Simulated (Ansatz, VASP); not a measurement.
HfC: VASP beside Ansatz

Contents of INCAR:

```
ALGO = Normal ; EDIFF = 1E-7
ENCUT = 520 ; GGA = PE
ISIF = 2 ; ISMEAR = 0
LASPH = T ; LCHARG = F
LREAL = F ; LWAVE = F
NBANDS = 14 ; NELM = 80
PREC = Accurate ; SIGMA = 0.15
```

KPOINTS

```
k-points
0
Gamma
  18 18 18
```

Contents of POSCAR:

```
HfC
1.0
    0.0000000000      2.3831250000      2.3250000000
    2.3250000000      0.0000000000      2.3250000000
    2.3250000000      2.3831250000      0.0000000000
Hf C
1 1
Direct
    0.5000000000      0.5000000000      0.5000000000
    0.0000000000      0.0000000000      0.0000000000
```

Input for Ansatz:

```yaml
crystal:
  lattice:
    - [0.0, 2.383125, 2.325]
    - [2.325, 0.0, 2.325]
    - [2.325, 2.383125, 0.0]
  atoms:
    - { symbol: Hf, position: [0.5, 0.5, 0.5] }
    - { symbol: C, position: [0.0, 0.0, 0.0] }
basis:
  ecutwfc: 420
kpoints:
  mp_grid: { grid: [18, 18, 18] }
hamiltonian:
  xc: pbe
scf:
  occupations: { method: gaussian, width: 0.15 }
output:
  forces: true
  stress: true
  eigenvalues: true
```

Change from the starting cell: strain +0.0250 x Voigt [0, 1, 0, 0, 0, 0], atoms carried along.

Alike in both runs: task single point; functional PBE; k mesh 18 × 18 × 18; occupations gaussian, width 0.15 eV; no spin polarisation.

|  | VASP | Ansatz |
| --- | --- | --- |
| version | VASP 6.6.1 | Ansatz 0.2.0 |
| potentials or method | VASP PAW PBE potentials, release 64 (Hf_pv, C), cutoff 520 eV | scalar-relativistic, plane waves, PAW |
| valence electrons in the cell | 14 | 30 |

VASP gave:

* gap on the k mesh at the Fermi level (eV): none
* pressure (GPa): -5.8
* traceless stress, the component that is largest in VASP (GPa): -5.72

Which values does Ansatz return?

gap on the k mesh at the Fermi level (eV): none; pressure (GPa): -5.0; traceless stress, the component that is largest in VASP (GPa): -5.67.

A gap of «none» marks a metal or a gap that the smearing closes. VASP's potentials hold 14 valence electrons a cell and Ansatz's 30, so a difference there can come from the potentials and not from the codes.

Neither program's run includes spin-orbit coupling.
